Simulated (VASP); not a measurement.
# SiC (C222_1) in VASP: further runs

Runs on SiC. Level: LDA. Tasks: single point.

Everything below comes from runs of VASP 6.6.1. Logs are shortened: lines on timing, memory, paths and dates and some standing lists are left out, and cuts for length are marked.

## 1. The cell of the first run

The structure is orthorhombic, space group C222_1 (No. 20). Conventional cell: a = 4.329 Å, b = 4.531 Å, c = 4.329 Å, α = 90.00°, β = 90.00°, γ = 90.00°. Within 2.5 Å of Si (site symmetry 2) lie 4 C at 1.90 to 1.91 Å. Within 2.5 Å of C (site symmetry 2) lie 4 Si at 1.90 to 1.91 Å.

## 2. Single point, LDA (atoms displaced along a vibrational mode, the cell strained)

The input, INCAR:

```
PREC = Accurate
ENCUT = 600
EDIFF = 1E-6
ISMEAR = 0
SIGMA = 0.05
LREAL = F
LASPH = T
NELM = 120
ALGO = Normal
ISIF = 2
LWAVE = F
LCHARG = T
GGA = CA
LELF = T
LVHAR = T
NBANDS = 16
GGA_COMPAT = F
```

The input, KPOINTS:

```
Automatic mesh
0
Gamma
  10 10 6
```

The input, POSCAR:

```
SiC
1.0
    0.0000000000     -2.1644105396     -2.2654885118
    0.0000000000      2.1644105396     -2.2654885118
    4.3288210792      0.0000000000      0.0000000000
Si C
2 2
Direct
    0.5027721173      0.5027721173      0.5000000000
   -0.0027721173     -0.0027721173      0.0000000000
    0.0018766991      0.4981233009      0.2500000000
    0.4981233009      0.0018766991      0.7500000000
```

Potentials or basis: VASP PAW LDA potentials, release 64 (Si, C).

Started as:

```bash
cat potpaw_LDA.64/Si/POTCAR potpaw_LDA.64/C/POTCAR > POTCAR
mpirun -np 1 vasp_std > vasp.out
```

OUTCAR:

```text
PREC = Accurate
   ENCUT = 600
   EDIFF = 1E-6
   ISMEAR = 0
   LREAL = F
   LASPH = T
   NELM = 120
   ISIF = 2
   GGA = CA

 ion  position               nearest neighbor table
   1  0.503  0.503  0.500-   3 1.90   4 1.90   4 1.91   3 1.91   2 3.06   2 3.06   2 3.06   2 3.06
                             2 3.12   2 3.12
   2  0.997  0.997  0.000-   3 1.90   4 1.90   4 1.91   3 1.91   1 3.06   1 3.06   1 3.06   1 3.06
                             1 3.12   1 3.12
   3  0.002  0.498  0.250-   1 1.90   2 1.90   1 1.91   2 1.91
   4  0.498  0.002  0.750-   1 1.90   2 1.90   1 1.91   2 1.91

  LATTYP: Found a base centered orthorhombic cell.
 ALAT       =     4.3288210792
 B/A-ratio  =     1.0467000000
 C/A-ratio  =     1.0000000000

  Lattice vectors:

 A1 = (   0.0000000000,  -2.1644105396,   2.2654885118)
 A2 = (   0.0000000000,  -2.1644105396,  -2.2654885118)
 A3 = (   4.3288210792,   0.0000000000,   0.0000000000)

Analysis of symmetry for initial positions (statically):
=====================================================================
 Subroutine PRICEL returns:
 Original cell was already a primitive cell.

 Routine SETGRP: Setting up the symmetry group for a
 base centered orthorhombic supercell.

 Subroutine GETGRP returns: Found  4 space group operations
 (whereof  2 operations were pure point group operations)
 out of a pool of  8 trial point group operations.

The static configuration has the point symmetry C_2 .
 The point group associated with its full space group is D_2 .

Analysis of symmetry for dynamics (positions and initial velocities):
=====================================================================
 Subroutine PRICEL returns:
 Original cell was already a primitive cell.

 Routine SETGRP: Setting up the symmetry group for a
 base centered orthorhombic supercell.

 Subroutine GETGRP returns: Found  4 space group operations
 (whereof  2 operations were pure point group operations)
 out of a pool of  8 trial point group operations.

The dynamic configuration has the point symmetry C_2 .
 The point group associated with its full space group is D_2 .

 Subroutine INISYM returns: Found  4 space group operations
 (whereof  2 operations are pure point group operations),
 and found     1 'primitive' translations

----------------------------------------------------------------------------------------

                                     Primitive cell

  volume of cell :      42.4523

  direct lattice vectors                    reciprocal lattice vectors
     0.000000000 -2.164410540 -2.265488512     0.000000000 -0.231009779 -0.220702951
     0.000000000  2.164410540 -2.265488512     0.000000000  0.231009779 -0.220702951
     4.328821079  0.000000000  0.000000000     0.231009779  0.000000000  0.000000000

  length of vectors
     3.133226960  3.133226960  4.328821079     0.319492270  0.319492270  0.231009779

  position of ions in fractional coordinates (direct lattice)
     0.502772117  0.502772117  0.500000000
     0.997227883  0.997227883  0.000000000
     0.001876699  0.498123301  0.250000000
     0.498123301  0.001876699  0.750000000

  ion indices of the primitive-cell ions
   primitive index   ion index
                 1           1
                 2           2
                 3           3
                 4           4

----------------------------------------------------------------------------------------

 KPOINTS: Automatic mesh

Automatic generation of k-mesh.
 Grid dimensions read from file:
 generate k-points for:   10   10    6

 Generating k-lattice:

  Cartesian coordinates                     Fractional coordinates (reciprocal lattice)
     0.000000000 -0.023100978 -0.022070295     0.100000000 -0.000000000  0.000000000
     0.000000000  0.023100978 -0.022070295    -0.000000000  0.100000000  0.000000000
     0.038501630  0.000000000  0.000000000     0.000000000  0.000000000  0.166666667

  Length of vectors
     0.031949227  0.031949227  0.038501630

  Shift w.r.t. Gamma in fractional coordinates (k-lattice)
     0.000000000  0.000000000  0.000000000

 Subroutine IBZKPT returns following result:
 ===========================================

 Found    124 irreducible k-points:

 Following reciprocal coordinates:
            Coordinates               Weight
  0.000000  0.000000  0.000000      1.000000
  0.100000  0.000000  0.000000      4.000000
  0.200000  0.000000  0.000000      4.000000
  0.300000  0.000000  0.000000      4.000000
  0.400000  0.000000  0.000000      4.000000
  0.500000  0.000000  0.000000      2.000000
[... 16 lines left out ...]
  0.300000  0.300000  0.000000      2.000000
  0.400000  0.300000  0.000000      4.000000
 [... further k-points ...]
   k-points           NKPTS =    124   k-points in BZ     NKDIM =    124   number of bands    NBANDS=     16
   number of dos      NEDOS =    301   number of ions     NIONS =      4
   total plane-waves  NPLWV =  28224
   dimension x,y,z NGX =    28 NGY =   28 NGZ =   36
   dimension x,y,z NGXF=    56 NGYF=   56 NGZF=   72
   ions per type =               2   2
   NGX,Y,Z   is equivalent  to a cutoff of  14.86, 14.86, 13.83 a.u.
   NGXF,Y,Z  is equivalent  to a cutoff of  29.71, 29.71, 27.65 a.u.
 SYSTEM =  unknown system
   PREC   = accura    normal or accurate (medium, high low for compatibility)
   ISTART =      0    job   : 0-new  1-cont  2-samecut
   ICHARG =      2    charge: 1-file 2-atom 10-const
   ISPIN  =      1    spin polarized calculation?
   LNONCOLLINEAR =      F non collinear calculations
   LSORBIT =      F    spin-orbit coupling
   LASPH  =      T    aspherical Exc in radial PAW
   ENCUT  =  600.0 eV  44.10 Ry    6.64 a.u.   6.26  6.26  8.65*2*pi/ulx,y,z
   NELM   =    120;   NELMIN=  2; NELMDL= -5     # of ELM steps
   EDIFF  = 0.1E-05   stopping-criterion for ELM
   LREAL  =      F    real-space projection
   EDIFFG = 0.1E-04   stopping-criterion for IOM
   NSW    =      0    number of steps for IOM
   IBRION =     -1    ionic relax: 0-MD 1-quasi-New 2-CG
   NFREE  =      0    steps in history (QN), initial steepest desc. (CG)
   ISIF   =      2    stress and relaxation
   ISYM   =      2    0-nonsym 1-usesym 2-fastsym
   POTIM  = 0.5000    time-step for ionic-motion
   TEBEG  =    0.0;   TEEND  =   0.0 temperature during run
   PSTRESS=    0.0 pullay stress
   NELECT =      16.0000    total number of electrons
   NUPDOWN=      -1.0000    fix difference up-down
   EMIN   =  10.00;   EMAX   =-10.00  energy-range for DOS
   EFERMI =   0.00;   METHOD = LEGACY
   ISMEAR =     0;   SIGMA  =   0.05  broadening in eV -4-tet -1-fermi 0-gaus
   EFERMI_NEDOS =   21; number of points for ismear=-14 and -15
   IALGO  =     38    algorithm
   IMIX   =      4    mixing-type and parameters
     AMIX     =   0.40;   BMIX     =  1.00
     AMIX_MAG =   1.60;   BMIX_MAG =  1.00
  volume/ion in A,a.u.               =      10.61        71.62
  Fermi-wavevector in a.u.,A,eV,Ry     =   1.182536  2.234669 19.026277  1.398392
  Thomas-Fermi vector in A             =   2.318788
   LORBIT       =      0    0 simple, 1 ext, 2 COOP (PROOUT), +10 PAW based schemes
   GGA     = CA    functional components
   LHFCALC =     F    Hartree Fock is set to
   AEXX    =    0.0000 exact exchange contribution
   IVDW    =     0    specifies the selected vdW correction
   LEPSILON=     F    determine dielectric tensor
   LRPA    =     F    only Hartree local field effects (RPA)
 non-spin polarized calculation
 Gauss-broadening in eV      SIGMA  =   0.05
  energy-cutoff  :      600.00
  volume of cell :       42.45
 maximum number of plane-waves:      1436
 NGX is ok and might be reduce to    28
   NGX = 13   NGY = 13   NGZ = 17

 number of electron      16.0000000 magnetization

 Free energy of the ion-electron system (eV)
  ---------------------------------------------------
  ext. energy  EPLUGINS =         0.00000000
  ---------------------------------------------------
  free energy    TOTEN  =       -33.18299510 eV

  energy without entropy =      -33.18299510  energy(sigma->0) =      -33.18299510

 E-fermi :   8.1523     XC(G=0): -11.4503

 val. band max:        7.8931596926   @ k =   0.0000   0.0000   0.0000
 cond. band min:       8.9785161428   @ k =   0.5000   0.5000   0.0000
 fundamental gap:      1.0853564502
 Fermi energy:         8.1523016838

 k-point     1 :       0.0000    0.0000    0.0000
  band No.  band energies     occupation
      1      -7.3406      2.00000
      2      -2.2377      2.00000
      3       0.2349      2.00000
      4       4.4456      2.00000
      5       4.5251      2.00000
      6       7.5616      2.00000
[... 8 lines left out ...]
     15      20.5449      0.00000
     16      21.3279      0.00000

 k-point     2 :       0.1000    0.0000    0.0000
  band No.  band energies     occupation
      1      -7.2140      2.00000
      2      -2.2104      2.00000
      3       0.3278      2.00000
      4       3.8032      2.00000
      5       4.5810      2.00000
      6       7.0957      2.00000
[... 8 lines left out ...]
     15      20.1948      0.00000
     16      20.4292      0.00000

 k-point     3 :       0.2000    0.0000    0.0000
  band No.  band energies     occupation
      1      -6.8374      2.00000
      2      -2.2132      2.00000
      3       0.5619      2.00000
      4       2.6946      2.00000
      5       4.8553      2.00000
      6       5.8436      2.00000
[... 8 lines left out ...]
     15      19.3329      0.00000
     16      19.4201      0.00000
[... 362 lines left out ...]
 k-point    23 :       0.3000    0.3000    0.0000
  band No.  band energies     occupation
      1      -5.2235      2.00000
      2      -2.0636      2.00000
      3       0.8106      2.00000
      4       3.0971      2.00000
      5       3.1528      2.00000
      6       3.2684      2.00000
[... 8 lines left out ...]
     15      18.9569      0.00000
     16      18.9576      0.00000

 k-point    24 :       0.4000    0.3000    0.0000
  band No.  band energies     occupation
      1      -4.4487      2.00000
      2      -2.4185      2.00000
      3       0.8625      2.00000
      4       2.0554      2.00000
      5       3.4615      2.00000
      6       3.8053      2.00000
[... 8 lines left out ...]
     15      19.8010      0.00000
     16      20.0110      0.00000

 [... further k-points ...]

------------------------ aborting loop because EDIFF is reached ----------------------------------------

  FORCE on cell =-STRESS in cart. coord.  units (eV):
  Direction    XX          YY          ZZ          XY          YZ          ZX
  --------------------------------------------------------------------------------------
  -------------------------------------------------------------------------------------
  Total       -1.3729002     -1.3754803     -4.7924956      0.0000000      0.0000000      0.0000000
  in kB      -51.8141558    -51.9115306   -180.8719281      0.0000000      0.0000000      0.0000000
  external PRESSURE =     -94.8658715 kB  Pullay stress =       0.0000000 kB

 VOLUME and BASIS-vectors are now :
 -----------------------------------------------------------------------------
  energy-cutoff  :      600.00
  volume of cell :       42.45
      direct lattice vectors                 reciprocal lattice vectors
     0.000000000 -2.164410540 -2.265488512     0.000000000 -0.231009779 -0.220702951
     0.000000000  2.164410540 -2.265488512     0.000000000  0.231009779 -0.220702951
     4.328821079  0.000000000  0.000000000     0.231009779  0.000000000  0.000000000

 POSITION                                       TOTAL-FORCE (eV/Angst)
 -----------------------------------------------------------------------------------
      2.16441      0.00000     -2.27805         0.000000     -0.000000      0.164657
      0.00000      0.00000     -4.51842         0.000000     -0.000000     -0.164657
      1.08221      1.07408     -1.13274        -0.000000      0.052281      0.000000
      3.24662     -1.07408     -1.13274         0.000000     -0.052281      0.000000
 -----------------------------------------------------------------------------------
    total drift:                               -0.000000     -0.000000     -0.000000

  FREE ENERGIE OF THE ION-ELECTRON SYSTEM (eV)
  ---------------------------------------------------
  free  energy   TOTEN  =       -33.1829951025 eV

  energy  without entropy=      -33.1829951025  energy(sigma->0) =      -33.18299510
```

Run time: 30 s. Hardware: 1 thread of Intel Xeon 6975P-C (Granite Rapids), shared host; peak memory 0.21 GiB.

Results:

- Free energy: -33.1830 eV
- Pressure: -9.5 GPa
- Largest force: 0.165 eV/Å
- Band gap on the k mesh: 1.09 eV

Forces in eV/Å, atoms in the order of the input:
```
Si   0.000  0.000  0.165
Si   0.000  0.000 -0.165
C    0.000  0.052  0.000
C    0.000 -0.052  0.000
```

Caveat: the cell differs from its parent crystal (atoms displaced along a vibrational mode, the cell strained); the cell stands under tension. A k mesh can miss the band edges.

[end of part 1 of 2]
